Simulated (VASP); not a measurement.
# SiNi (Pmmn) in VASP: a series of runs

SiNi is run at these levels: PBE; tasks: electric field gradients, single point.

All numbers are computed with VASP 6.6.1; they aren't measurements. Logs are shortened: lines on timing, memory, paths and dates and some standing lists are left out, and cuts for length are marked.

### Step 1. The cell of the first run

The structure is orthorhombic, space group Pmmn (No. 59). Conventional cell: a = 3.027 Å, b = 3.274 Å, c = 4.557 Å, α = 90.00°, β = 90.00°, γ = 90.00°. Si (site symmetry mm2) has 6 Ni at 2.27 to 2.39 Å and 6 Si at 2.65 to 3.03 Å within 3.1 Å. Ni (site symmetry mm2) has 6 Si at 2.27 to 2.39 Å and 6 Ni at 2.64 to 3.03 Å within 3.1 Å.

### Step 2. Electric field gradients, PBE, collinear spin, ferromagnetic start (zz strain of -3 %)

The input, INCAR:

```
PREC     = Accurate       # precision mode
ENCUT    = 520            # plane-wave cutoff, eV
EDIFF    = 1E-8           # SCF threshold, eV
ISMEAR   = -1             # smearing method
SIGMA    = 0.05           # smearing width, eV
LREAL    = F              # projectors in reciprocal space
LASPH    = T              # aspherical terms in the spheres
NELM     = 150            # most SCF steps
ALGO     = Normal         # electronic algorithm
ISIF     = 2              # what is computed and relaxed
LWAVE    = F              # write WAVECAR
LCHARG   = F              # write CHGCAR
ISPIN    = 2              # spin polarisation
MAGMOM   = 0 0 1.5 1.5    # initial moments
LORBIT   = 11             # projections on sites
LMAXMIX  = 4              # l up to which the mixer works
GGA      = PE             # functional
LEFG     = T            
NBANDS   = 26             # bands
```

The input, KPOINTS:

```
regular mesh
0
Gamma
  11 10 7
```

The input, POSCAR:

```
SiNi
1.0
    3.0266200000      0.0000000000      0.0000000000
    0.0000000000      3.2735000000      0.0000000000
    0.0000000000      0.0000000000      4.5568272000
Si Ni
2 2
Direct
    0.5000000000      0.5000000000      0.8423000000
    0.0000000000      0.0000000000      0.1577000000
    0.5000000000      0.5000000000      0.3442200000
    0.0000000000      0.0000000000      0.6557800000
```

Potentials or basis: VASP PAW PBE potentials, release 64 (Si, Ni).

Launch:

```sh
> cat potpaw_PBE.64/Si/POTCAR potpaw_PBE.64/Ni/POTCAR > POTCAR
> mpirun -np 1 vasp_std > vasp.out
```

OUTCAR:

```text
PREC = Accurate
   ENCUT = 520
   EDIFF = 1E-8
   ISMEAR = -1
   LREAL = F
   LASPH = T
   NELM = 150
   ISIF = 2
   ISPIN = 2
   LORBIT = 11
   GGA = PE

 ion  position               nearest neighbor table
   1  0.500  0.500  0.842-   3 2.27   3 2.29   4 2.39   4 2.39   4 2.39   4 2.39   2 2.65   2 2.65
                             2 2.65   2 2.65
   2  0.000  0.000  0.158-   4 2.27   4 2.29   3 2.39   3 2.39   3 2.39   3 2.39   1 2.65   1 2.65
                             1 2.65   1 2.65
   3  0.500  0.500  0.344-   1 2.27   1 2.29   2 2.39   2 2.39   2 2.39   2 2.39   4 2.64   4 2.64
                             4 2.64   4 2.64
   4  0.000  0.000  0.656-   2 2.27   2 2.29   1 2.39   1 2.39   1 2.39   1 2.39   3 2.64   3 2.64
                             3 2.64   3 2.64

  LATTYP: Found a simple orthorhombic cell.
 ALAT       =     3.0266200000
 B/A-ratio  =     1.0815695396
 C/A-ratio  =     1.5055828614

  Lattice vectors:

 A1 = (   3.0266200000,   0.0000000000,   0.0000000000)
 A2 = (   0.0000000000,   3.2735000000,   0.0000000000)
 A3 = (   0.0000000000,   0.0000000000,   4.5568272000)

Analysis of symmetry for initial positions (statically):
=====================================================================
 Subroutine PRICEL returns:
 Original cell was already a primitive cell.

 Routine SETGRP: Setting up the symmetry group for a
 simple orthorhombic supercell.

 Subroutine GETGRP returns: Found  8 space group operations
 (whereof  4 operations were pure point group operations)
 out of a pool of  8 trial point group operations.

The static configuration has the point symmetry C_2v.
 The point group associated with its full space group is D_2h.

Analysis of symmetry for dynamics (positions and initial velocities):
=====================================================================
 Subroutine PRICEL returns:
 Original cell was already a primitive cell.

 Routine SETGRP: Setting up the symmetry group for a
 simple orthorhombic supercell.

 Subroutine GETGRP returns: Found  8 space group operations
 (whereof  4 operations were pure point group operations)
 out of a pool of  8 trial point group operations.

The dynamic configuration has the point symmetry C_2v.
 The point group associated with its full space group is D_2h.

Analysis of structural, dynamic, and magnetic symmetry:
=====================================================================
 Subroutine PRICEL returns:
 Original cell was already a primitive cell.

 Routine SETGRP: Setting up the symmetry group for a
 simple orthorhombic supercell.

 Subroutine GETGRP returns: Found  8 space group operations
 (whereof  4 operations were pure point group operations)
 out of a pool of  8 trial point group operations.

The overall configuration has the point symmetry C_2v.
 The point group associated with its full space group is D_2h.

 Subroutine INISYM returns: Found  8 space group operations
 (whereof  4 operations are pure point group operations),
 and found     1 'primitive' translations

----------------------------------------------------------------------------------------

                                     Primitive cell

  volume of cell :      45.1474

  direct lattice vectors                    reciprocal lattice vectors
     3.026620000  0.000000000  0.000000000     0.330401570  0.000000000  0.000000000
     0.000000000  3.273500000  0.000000000     0.000000000  0.305483428  0.000000000
     0.000000000  0.000000000  4.556827200     0.000000000  0.000000000  0.219450937

  length of vectors
     3.026620000  3.273500000  4.556827200     0.330401570  0.305483428  0.219450937

  position of ions in fractional coordinates (direct lattice)
     0.500000000  0.500000000  0.842300000
     0.000000000  0.000000000  0.157700000
     0.500000000  0.500000000  0.344220000
     0.000000000  0.000000000  0.655780000

  ion indices of the primitive-cell ions
   primitive index   ion index
[... 92 lines left out ...]
   EFERMI_NEDOS =   21; number of points for ismear=-14 and -15
   IALGO  =     38    algorithm
   IMIX   =      4    mixing-type and parameters
     AMIX     =   0.40;   BMIX     =  1.00
     AMIX_MAG =   1.60;   BMIX_MAG =  1.00
  volume/ion in A,a.u.               =      11.29        76.17
  Fermi-wavevector in a.u.,A,eV,Ry     =   1.396100  2.638247 26.519056  1.949096
  Thomas-Fermi vector in A             =   2.519487
   LORBIT       =     11    0 simple, 1 ext, 2 COOP (PROOUT), +10 PAW based schemes
   GGA     = PE    functional components
   LHFCALC =     F    Hartree Fock is set to
   AEXX    =    0.0000 exact exchange contribution
   IVDW    =     0    specifies the selected vdW correction
   LEPSILON=     F    determine dielectric tensor
   LRPA    =     F    only Hartree local field effects (RPA)
 spin polarized calculation
  energy-cutoff  :      520.00
  volume of cell :       45.15
 maximum number of plane-waves:      1234
 NGX is ok and might be reduce to    24
   NGX = 11   NGY = 13   NGZ = 17

 number of electron      28.0000017 magnetization       0.0000403

 number of electron      28.0000017 magnetization      -0.0000031

 Free energy of the ion-electron system (eV)
  ---------------------------------------------------
  ext. energy  EPLUGINS =         0.00000000
  ---------------------------------------------------
  free energy    TOTEN  =       -23.52839561 eV

  energy without entropy =      -23.51740628  energy(sigma->0) =      -23.52290095

 E-fermi :  11.6765     XC(G=0): -12.6036

 val. band max:       11.6700191483   @ k =   0.3636   0.5000   0.4286
 cond. band min:      11.6795076423   @ k =   0.3636   0.3000   0.4286
 fundamental gap:      0.0094884941
 Fermi energy:        11.6765042226

 spin component 1

 k-point     1 :       0.0000    0.0000    0.0000
  band No.  band energies     occupation
      1      -2.3463      1.00000
      2       3.6400      1.00000
      3       5.2828      1.00000
      4       7.3968      1.00000
      5       8.0061      1.00000
      6       8.5604      1.00000
[... 685 lines left out ...]
     25      28.2596      0.00000
     26      28.6728      0.00000

 [... further k-points ...]

 spin component 2

 k-point     1 :       0.0000    0.0000    0.0000
  band No.  band energies     occupation
      1      -2.3463      1.00000
      2       3.6400      1.00000
      3       5.2828      1.00000
      4       7.3968      1.00000
      5       8.0061      1.00000
      6       8.5604      1.00000
[... 685 lines left out ...]
     25      28.2596      0.00000
     26      28.6728      0.00000

 [... further k-points ...]

------------------------ aborting loop because EDIFF is reached ----------------------------------------

  FORCE on cell =-STRESS in cart. coord.  units (eV):
  Direction    XX          YY          ZZ          XY          YZ          ZX
  --------------------------------------------------------------------------------------
  -------------------------------------------------------------------------------------
  Total        1.3456535      1.4153172      4.7011855      0.0000000      0.0000000      0.0000000
  in kB       47.7541381     50.2263450    166.8342323      0.0000000      0.0000000      0.0000000
  external PRESSURE =      88.2715718 kB  Pullay stress =       0.0000000 kB

 VOLUME and BASIS-vectors are now :
 -----------------------------------------------------------------------------
  energy-cutoff  :      520.00
  volume of cell :       45.15
      direct lattice vectors                 reciprocal lattice vectors
     3.026620000  0.000000000  0.000000000     0.330401570  0.000000000  0.000000000
     0.000000000  3.273500000  0.000000000     0.000000000  0.305483428  0.000000000
     0.000000000  0.000000000  4.556827200     0.000000000  0.000000000  0.219450937

 POSITION                                       TOTAL-FORCE (eV/Angst)
 -----------------------------------------------------------------------------------
      1.51331      1.63675      3.83822         0.000000      0.000000      0.194404
      0.00000      0.00000      0.71861         0.000000      0.000000     -0.194404
      1.51331      1.63675      1.56855         0.000000      0.000000      0.052375
      0.00000      0.00000      2.98828         0.000000      0.000000     -0.052375
 -----------------------------------------------------------------------------------
    total drift:                                0.000000      0.000000      0.000000

  FREE ENERGIE OF THE ION-ELECTRON SYSTEM (eV)
  ---------------------------------------------------
  free  energy   TOTEN  =       -23.5283956138 eV

  energy  without entropy=      -23.5174062831  energy(sigma->0) =      -23.52290095

 Electric field gradients (V/A^2)
---------------------------------------------------------------------
 ion       V_xx      V_yy      V_zz      V_xy      V_xz      V_yz
---------------------------------------------------------------------
   1      30.198    13.390   -43.589     0.000     0.000     0.000
   2      30.198    13.390   -43.589    -0.000    -0.000     0.000
   3      13.030    11.592   -24.622    -0.000    -0.000    -0.000
   4      13.030    11.592   -24.622    -0.000    -0.000    -0.000
---------------------------------------------------------------------

 Electric field gradients after diagonalization (V/A^2)
 (convention: |V_zz| > |V_xx| > |V_yy|)
----------------------------------------------------------------------
 ion       V_xx      V_yy      V_zz     asymmetry (V_yy - V_xx)/ V_zz
----------------------------------------------------------------------
   1      30.198    13.390   -43.589       0.386
   2      30.198    13.390   -43.589       0.386
   3      13.030    11.592   -24.622       0.058
   4      13.030    11.592   -24.622       0.058
----------------------------------------------------------------------

           NMR quadrupolar parameters

 Cq : quadrupolar parameter    Cq=e*Q*V_zz/h
 eta: asymmetry parameters     (V_yy - V_xx)/ V_zz
 Q  : nuclear electric quadrupole moment in mb (millibarn)
----------------------------------------------------------------------
 ion       Cq(MHz)       eta       Q (mb)
----------------------------------------------------------------------
   1      -0.105       0.386       1.000
   2      -0.105       0.386       1.000
   3      -0.060       0.058       1.000
   4      -0.060       0.058       1.000
----------------------------------------------------------------------

 total charge

# of ion       s       p       d       tot
------------------------------------------
    1        0.751   0.878   0.000   1.629
    2        0.751   0.878   0.000   1.629
    3        0.494   0.640   8.478   9.613
    4        0.494   0.640   8.478   9.613
--------------------------------------------------
tot          2.490   3.037  16.957  22.484

 magnetization (x)

# of ion       s       p       d       tot
------------------------------------------
    1       -0.000  -0.000   0.000  -0.000
    2       -0.000  -0.000   0.000  -0.000
    3       -0.000  -0.000  -0.000  -0.000
    4       -0.000  -0.000  -0.000  -0.000
--------------------------------------------------
tot         -0.000  -0.000  -0.000  -0.000
```

It took 2.1 min on 1 thread of Intel Xeon 6975P-C (Granite Rapids), shared host; peak memory 0.34 GiB.

Results:

* Free energy: -23.5284 eV
* Pressure: 8.8 GPa
* Largest force: 0.194 eV/Å
* Band gap on the k mesh: zero (filled and empty bands overlap)
* Net moment: 0.00 μB per cell
* Largest electric field gradient by atom: Si -43.6; Ni -24.6 V/Å²
* Valence electrons inside the program's atomic spheres: Si 1.63; Ni 9.61

Forces on the atoms (eV/Å):
```
Si   0.000  0.000  0.194
Si   0.000  0.000 -0.194
Ni   0.000  0.000  0.052
Ni   0.000  0.000 -0.052
```

Stress tensor (GPa, compression positive):
```
 4.78  0.00  0.00
 0.00  5.02  0.00
 0.00  0.00 16.68
```

Electric field gradients, principal values (V/Å²):
```csv
atom,least,middle,greatest (by size)
1 Si,13.390,30.198,-43.589
2 Si,13.390,30.198,-43.589
3 Ni,11.592,13.030,-24.622
4 Ni,11.592,13.030,-24.622
```

Caveat: the cell differs from its parent crystal (zz strain of -3 %); the cell stands under pressure; without QUAD_EFG the Cq values of the log hold for a quadrupole moment of 1 mb, not for the nuclei.

(Part 1 of 2 ends here.)
